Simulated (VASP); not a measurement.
Here is a VASP 6.6.1 calculation.

INCAR

```
PREC = Accurate
ENCUT = 520
EDIFF = 1E-6
ISMEAR = -1
SIGMA = 0.05
LREAL = False
LASPH = True
NELM = 100
ALGO = Normal
ISIF = 2
LWAVE = False
LCHARG = True
GGA = PE
LELF = True
LVHAR = True
NBANDS = 16
```

File KPOINTS:

```
regular mesh
0
Gamma
  18 18 18
```

File POSCAR:

```
Ir
1.0
   -2.3678004111      2.3678004111      1.3305618267
    2.3678004111     -2.3678004111      1.3305618267
    2.3678004111      2.3678004111     -1.3305618267
Ir
2
Direct
   -0.3750000000     -0.1250000000     -0.2500000000
    0.3750000000      0.1250000000      0.2500000000
```

Potentials or basis: VASP PAW PBE potentials, release 64 (Ir).

Launch:

```bash
$ cat potpaw_PBE.64/Ir/POTCAR > POTCAR
$ mpirun -np 1 vasp_std > vasp.out
```

Task: Predict the band gap on the k mesh.

Result: Zero (bands 9 and 10 overlap by 3.12 eV).

Task: Predict the pressure.

Result: 28.2 GPa.

Caveat: the cell stands under pressure; spin-orbit coupling is left out, which moves the levels of the heavy elements.
